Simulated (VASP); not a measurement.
# C in VASP: notebook, part 2 of 3

VASP 6.6.1. The steps go on from the part before.

## 3. Single point, PBEsol+D3(BJ) (atoms displaced along several vibrational modes)

The input, INCAR:

```
PREC = Accurate
ENCUT = 600
EDIFF = 1E-6
ISMEAR = 0
SIGMA = 0.15
LREAL = False
LASPH = True
NELM = 120
ALGO = Normal
ISIF = 2
LWAVE = False
LCHARG = False
GGA = PS
IVDW = 12
NBANDS = 16
GGA_COMPAT = False
```

The input, KPOINTS:

```
Automatic mesh
0
Gamma
  18 12 10
```

The input, POSCAR:

```
C
1.0
   -2.4576582504      0.0000000000      0.0000000000
    0.0000000000      0.0000000000     -3.5294825081
    0.0000000000     -4.2567889574      0.0000000000
C
4
Direct
    0.5000000000      0.0000000000      0.1913331468
    0.0000000000      0.0000000000      0.6701904496
    0.0000000000      0.0000000000      0.3086668532
    0.5000000000      0.0000000000      0.8298095504
```

Potentials or basis: VASP PAW PBE potentials, release 64 (C).

On the command line:

```bash
cat potpaw_PBE.64/C/POTCAR > POTCAR
mpirun -np 1 vasp_std > vasp.out
```

OUTCAR:

```text
PREC = Accurate
   ENCUT = 600
   EDIFF = 1E-6
   ISMEAR = 0
   LREAL = False
   LASPH = True
   NELM = 120
   ISIF = 2
   GGA = PS
   IVDW = 12
 IVDW          = 12

 ion  position               nearest neighbor table
   1  0.500  0.000  0.191-   3 1.33   3 1.33   4 1.54
   2  0.000  0.000  0.670-   4 1.40   4 1.40   3 1.54
   3  0.000  0.000  0.309-   1 1.33   1 1.33   2 1.54
   4  0.500  0.000  0.830-   2 1.40   2 1.40   1 1.54

  LATTYP: Found a simple orthorhombic cell.
 ALAT       =     2.4576582504
 B/A-ratio  =     1.4361160701
 C/A-ratio  =     1.7320508076

  Lattice vectors:

 A1 = (  -2.4576582504,   0.0000000000,   0.0000000000)
 A2 = (   0.0000000000,   0.0000000000,  -3.5294825081)
 A3 = (   0.0000000000,  -4.2567889574,   0.0000000000)

Analysis of symmetry for initial positions (statically):
=====================================================================
 Subroutine PRICEL returns:
 Original cell was already a primitive cell.

 Routine SETGRP: Setting up the symmetry group for a
 simple orthorhombic supercell.

 Subroutine GETGRP returns: Found  8 space group operations
 (whereof  4 operations were pure point group operations)
 out of a pool of  8 trial point group operations.

The static configuration has the point symmetry C_2v.
 The point group associated with its full space group is D_2h.

Analysis of symmetry for dynamics (positions and initial velocities):
=====================================================================
 Subroutine PRICEL returns:
 Original cell was already a primitive cell.

 Routine SETGRP: Setting up the symmetry group for a
 simple orthorhombic supercell.

 Subroutine GETGRP returns: Found  8 space group operations
 (whereof  4 operations were pure point group operations)
 out of a pool of  8 trial point group operations.

The dynamic configuration has the point symmetry C_2v.
[... 124 lines left out ...]
     AMIX_MAG =   1.60;   BMIX_MAG =  1.00
  volume/ion in A,a.u.               =       9.23        62.29
  Fermi-wavevector in a.u.,A,eV,Ry     =   1.238825  2.341040 20.880688  1.534687
  Thomas-Fermi vector in A             =   2.373334
   LORBIT       =      0    0 simple, 1 ext, 2 COOP (PROOUT), +10 PAW based schemes
   GGA     = PS    functional components
   LHFCALC =     F    Hartree Fock is set to
   AEXX    =    0.0000 exact exchange contribution
   IVDW    =    12    specifies the selected vdW correction
   LEPSILON=     F    determine dielectric tensor
   LRPA    =     F    only Hartree local field effects (RPA)
 non-spin polarized calculation
 Gauss-broadening in eV      SIGMA  =   0.15
  energy-cutoff  :      600.00
  volume of cell :       36.92
 maximum number of plane-waves:      1256
 NGX is ok and might be reduce to    20
   NGX =  9   NGY = 15   NGZ = 17

 number of electron      16.0000002 magnetization

 Free energy of the ion-electron system (eV)
  ---------------------------------------------------
  ext. energy  EPLUGINS =         0.00000000
  ---------------------------------------------------
  free energy    TOTEN  =       -37.52550111 eV

  energy without entropy =      -37.52435444  energy(sigma->0) =      -37.52492777

 E-fermi :   4.1524     XC(G=0): -10.1876

 val. band max:        4.1469463492   @ k =   0.3889   0.3333   0.0000
 cond. band min:       4.1809952538   @ k =   0.3889   0.1667   0.0000
 fundamental gap:      0.0340489046
 Fermi energy:         4.1524379606

 k-point     1 :       0.0000    0.0000    0.0000
  band No.  band energies     occupation
      1     -15.4705      2.00000
      2     -10.4039      2.00000
      3      -8.2612      2.00000
      4      -3.5208      2.00000
      5      -2.7532      2.00000
      6      -0.0868      2.00000
[... 433 lines left out ...]
      3      -7.7519      2.00000
      4      -5.0670      2.00000
      5      -2.5800      2.00000
      6      -1.6114      2.00000
[... 8 lines left out ...]
     15      15.7475      0.00000
     16      16.1291      0.00000

 [... further k-points ...]

------------------------ aborting loop because EDIFF is reached ----------------------------------------

 Edisp (eV)   -0.41586

 E8    (eV) :    -0.2020

  FORCE on cell =-STRESS in cart. coord.  units (eV):
  Direction    XX          YY          ZZ          XY          YZ          ZX
  --------------------------------------------------------------------------------------
  -------------------------------------------------------------------------------------
  Total       5.84539    -0.98787    -0.08929     0.00000     0.00000     0.00000
  in kB     253.63529   -42.86437    -3.87441     0.00000     0.00000     0.00000
  external pressure =       68.97 kB  Pullay stress =        0.00 kB

 VOLUME and BASIS-vectors are now :
 -----------------------------------------------------------------------------
  energy-cutoff  :      600.00
  volume of cell :       36.92
      direct lattice vectors                 reciprocal lattice vectors
    -2.457658250  0.000000000  0.000000000    -0.406891397  0.000000000  0.000000000
     0.000000000  0.000000000 -3.529482508     0.000000000  0.000000000 -0.283327654
     0.000000000 -4.256788957  0.000000000     0.000000000 -0.234918858  0.000000000

 POSITION                                       TOTAL-FORCE (eV/Angst)
 -----------------------------------------------------------------------------------
     -1.22883     -0.81446      0.00000         0.000000      9.037302      0.000000
      0.00000     -2.85286      0.00000         0.000000      1.990027      0.000000
      0.00000     -1.31393      0.00000         0.000000     -9.037302      0.000000
     -1.22883     -3.53232      0.00000         0.000000     -1.990027      0.000000
 -----------------------------------------------------------------------------------
    total drift:                               -0.000000     -0.000000      0.000000

  FREE ENERGIE OF THE ION-ELECTRON SYSTEM (eV)
  ---------------------------------------------------
  free  energy   TOTEN  =       -37.9413613087 eV

  energy  without entropy=      -37.9402146419  energy(sigma->0) =      -37.94078798
```

OSZICAR:

```text
N       E                     dE             d eps       ncg     rms          rms(c)
DAV:   1     0.386177506590E+02    0.38618E+02   -0.85074E+03 13448   0.103E+03
DAV:   2    -0.371035155140E+02   -0.75721E+02   -0.69088E+02 18800   0.201E+02
DAV:   3    -0.400932569854E+02   -0.29897E+01   -0.29733E+01 17824   0.373E+01
DAV:   4    -0.401181740704E+02   -0.24917E-01   -0.24911E-01 16984   0.407E+00
DAV:   5    -0.401185631233E+02   -0.38905E-03   -0.38904E-03 17576   0.483E-01    0.935E+00
DAV:   6    -0.381341129223E+02    0.19845E+01   -0.13995E+00 16112   0.782E+00    0.537E+00
DAV:   7    -0.375162239812E+02    0.61789E+00   -0.14921E+00 17120   0.784E+00    0.153E+00
DAV:   8    -0.375234429456E+02   -0.72190E-02   -0.53957E-02 16392   0.141E+00    0.664E-01
DAV:   9    -0.375251407488E+02   -0.16978E-02   -0.21653E-03 15856   0.375E-01    0.612E-02
DAV:  10    -0.375254118571E+02   -0.27111E-03   -0.14266E-04 16464   0.863E-02    0.382E-02
DAV:  11    -0.375255011721E+02   -0.89315E-04   -0.87604E-05 14648   0.554E-02    0.965E-03
DAV:  12    -0.375255011070E+02    0.65067E-07   -0.12980E-06 16632   0.897E-03
   1 F= -.37941361E+02 E0= -.37940788E+02  d E =-.114667E-02
```

Wall time 7.8 min (1 thread of Intel Xeon 8259CL, shared host); peak memory 0.33 GiB.

What came out:

| Item | Value |
| --- | --- |
| Free energy | -37.9414 eV |
| Pressure | 6.9 GPa |
| Largest force | 9.037 eV/Å |
| Band gap on the k mesh | zero (bands 8 and 9 overlap by 0.56 eV) |
| Dispersion energy per atom | -0.104 eV |

Forces in eV/Å, atoms in the order of the input:
```
C    0.000  9.037  0.000
C    0.000  1.990  0.000
C    0.000 -9.037  0.000
C    0.000 -1.990  0.000
```

Levels at points of the mesh, in eV from the Fermi level:
| k point | band 6 | band 7 | band 8 | band 9 | band 10 | band 11 |
| --- | --- | --- | --- | --- | --- | --- |
| (0.00, 0.00, 0.00) | -4.24 | -2.52 | -0.90 | 3.75 | 3.94 | 5.87 |
| (0.50, 0.00, 0.00) | -8.01 | -1.78 | -1.78 | 2.71 | 2.71 | 9.12 |
| (0.00, 0.50, 0.00) | -4.22 | -3.54 | -0.86 | 2.27 | 5.96 | 7.60 |
| (0.50, 0.50, 0.00) | -7.92 | -3.06 | -3.06 | 1.86 | 1.86 | 10.80 |
| (0.00, 0.00, 0.50) | -5.70 | -5.03 | -4.87 | 5.50 | 5.58 | 7.10 |
| (0.50, 0.00, 0.50) | -5.72 | -1.38 | -1.38 | 1.79 | 1.79 | 6.84 |
| (0.00, 0.50, 0.50) | -6.35 | -5.81 | -5.00 | 6.84 | 7.11 | 8.03 |
| (0.50, 0.50, 0.50) | -5.67 | -2.50 | -2.50 | 0.47 | 0.47 | 7.10 |

Caveat: the cell differs from its parent crystal (atoms displaced along several vibrational modes); the stress differs along the axes, from -4 to 25 GPa; the PAW data sets were made with another functional, which shifts forces and pressure a little.

## 4. Single point, PBEsol+D3(BJ) (atoms displaced along several vibrational modes)

The input, INCAR:

```
ALGO = Normal ; EDIFF = 1E-6
ENCUT = 600 ; GGA = PS
GGA_COMPAT = False ; ISIF = 2
ISMEAR = 0 ; IVDW = 12
LASPH = True ; LCHARG = True
LELF = True ; LREAL = False
LVHAR = True ; LWAVE = False
NBANDS = 16 ; NELM = 120
PREC = Accurate ; SIGMA = 0.15
```

The input, KPOINTS:

```
k-points
0
Gamma
  18 12 10
```

The input, POSCAR:

```
C
1.0
   -2.4576582504      0.0000000000      0.0000000000
    0.0000000000      0.0000000000     -3.5294825081
    0.0000000000     -4.2567889574      0.0000000000
C
4
Direct
    0.5000000000      0.0000000000      0.1701904496
    0.0000000000      0.0000000000      0.6490477524
    0.0000000000      0.0000000000      0.3298095504
    0.5000000000      0.0000000000      0.8509522476
```

On the command line:

```bash
cat potpaw_PBE.64/C/POTCAR > POTCAR
mpirun -np 1 vasp_std > vasp.out
```

It took 7.6 min on 1 thread of Intel Xeon 8259CL, shared host; peak memory 0.33 GiB.

The run converged. Its results:

```yaml
Free_energy: -38.4603 eV
Pressure: 3.4 GPa
Largest_force: 6.814 eV/Å
Band_gap_on_the_k_mesh: zero (bands 8 and 9 overlap by 0.61 eV)
Dispersion_energy_per_atom: -0.104 eV
```

Forces in eV/Å, atoms in the order of the input:
```
C    0.000  0.003  0.000
C    0.000 -6.814  0.000
C    0.000 -0.003  0.000
C    0.000  6.814  0.000
```

Stress tensor (GPa, compression positive):
```
 0.36  0.00  0.00
 0.00 10.32  0.00
 0.00  0.00 -0.40
```

Levels at points of the mesh, in eV from the Fermi level:
| k point | band 4 | band 5 | band 6 | band 7 | band 8 | band 9 | band 10 | band 11 | band 12 | band 13 |
| --- | --- | --- | --- | --- | --- | --- | --- | --- | --- | --- |
| (0.00, 0.00, 0.00) | -6.93 | -6.34 | -3.76 | -1.77 | -1.28 | 1.65 | 3.68 | 7.11 | 7.31 | 9.69 |
| (0.50, 0.00, 0.00) | -10.07 | -9.36 | -9.36 | -2.33 | -2.33 | 3.73 | 3.73 | 9.06 | 9.06 | 10.54 |
| (0.00, 0.50, 0.00) | -8.47 | -6.31 | -3.73 | -2.44 | -1.75 | 0.35 | 7.17 | 7.57 | 9.20 | 9.81 |
| (0.50, 0.50, 0.00) | -9.97 | -9.29 | -9.29 | -3.52 | -3.52 | 2.80 | 2.80 | 9.93 | 9.93 | 10.92 |
| (0.00, 0.00, 0.50) | -7.38 | -5.59 | -5.58 | -4.71 | -3.45 | 5.41 | 5.65 | 6.97 | 7.90 | 8.05 |
| (0.50, 0.00, 0.50) | -12.92 | -6.49 | -6.49 | -2.06 | -2.06 | 2.82 | 2.82 | 6.93 | 6.93 | 10.75 |
| (0.00, 0.50, 0.50) | -7.31 | -6.99 | -6.24 | -5.57 | -3.42 | 6.27 | 7.34 | 8.05 | 9.14 | 10.56 |
| (0.50, 0.50, 0.50) | -12.79 | -6.46 | -6.46 | -3.12 | -3.12 | 1.34 | 1.34 | 7.20 | 7.20 | 12.96 |

Caveat: the cell differs from its parent crystal (atoms displaced along several vibrational modes); the stress differs along the axes, from -0 to 10 GPa; the PAW data sets were made with another functional, which shifts forces and pressure a little.

## 5. Single point, PBEsol+D3(BJ) (atoms displaced along several vibrational modes)

The input, INCAR:

```
ALGO = Normal
EDIFF = 1E-6
ENCUT = 600
GGA = PS
GGA_COMPAT = False
ISIF = 2
ISMEAR = 0
IVDW = 12
LASPH = True
LCHARG = True
LELF = True
LREAL = False
LVHAR = True
LWAVE = False
NBANDS = 16
NELM = 120
PREC = Accurate
SIGMA = 0.15
```

KPOINTS is that of step 4.

The input, POSCAR:

```
C
1.0
   -2.4576582504      0.0000000000      0.0000000000
    0.0000000000      0.0000000000     -3.5294825081
    0.0000000000     -4.2567889574      0.0000000000
C
4
Direct
    0.5000000000      0.0000000000      0.1772380153
    0.0000000000      0.0000000000      0.6772380153
    0.0000000000      0.0000000000      0.3227619847
    0.5000000000      0.0000000000      0.8227619847
```

On the command line:

```bash
cat potpaw_PBE.64/C/POTCAR > POTCAR
mpirun -np 1 vasp_std > vasp.out
```

It took 6.6 min on 1 thread of Intel Xeon 8259CL, shared host; peak memory 0.33 GiB.

Results (log left out):

```
Free energy                : -38.5618 eV
Pressure                   : 3.5 GPa
Largest force              : 4.411 eV/Å
Band gap on the k mesh     : zero (bands 8 and 9 overlap by 0.31 eV)
Dispersion energy per atom : -0.105 eV
```

Forces on the atoms (eV/Å):
```
C    0.000  4.411  0.000
C    0.000  4.411  0.000
C    0.000 -4.411  0.000
C    0.000 -4.411  0.000
```

Stress tensor (GPa, compression positive):
```
14.74  0.00  0.00
 0.00 -3.94  0.00
 0.00  0.00 -0.37
```

Levels at points of the mesh, in eV from the Fermi level:
| k point | band 5 | band 6 | band 7 | band 8 | band 9 | band 10 | band 11 | band 12 |
| --- | --- | --- | --- | --- | --- | --- | --- | --- |
| (0.00, 0.00, 0.00) | -6.88 | -4.28 | -2.42 | -1.52 | 3.57 | 3.71 | 6.61 | 7.13 |
| (0.50, 0.00, 0.00) | -8.29 | -8.29 | -1.86 | -1.86 | 2.82 | 2.82 | 9.13 | 9.13 |
| (0.00, 0.50, 0.00) | -7.02 | -4.26 | -3.44 | -1.49 | 1.96 | 6.66 | 7.40 | 9.20 |
| (0.50, 0.50, 0.00) | -8.21 | -8.21 | -3.14 | -3.14 | 1.96 | 1.96 | 10.64 | 10.64 |
| (0.00, 0.00, 0.50) | -5.87 | -5.87 | -5.28 | -5.28 | 5.52 | 5.52 | 7.58 | 7.58 |
| (0.50, 0.00, 0.50) | -5.98 | -5.98 | -1.47 | -1.47 | 1.90 | 1.90 | 7.17 | 7.17 |
| (0.00, 0.50, 0.50) | -6.67 | -6.67 | -5.84 | -5.84 | 7.31 | 7.31 | 7.68 | 7.68 |
| (0.50, 0.50, 0.50) | -5.94 | -5.94 | -2.60 | -2.60 | 0.56 | 0.56 | 7.43 | 7.43 |

Caveat: the cell differs from its parent crystal (atoms displaced along several vibrational modes); the stress differs along the axes, from -4 to 15 GPa; the PAW data sets were made with another functional, which shifts forces and pressure a little.

[end of part 2 of 3]

The gap in the log of VASP goes by the Fermi energy; the results here count the filled bands.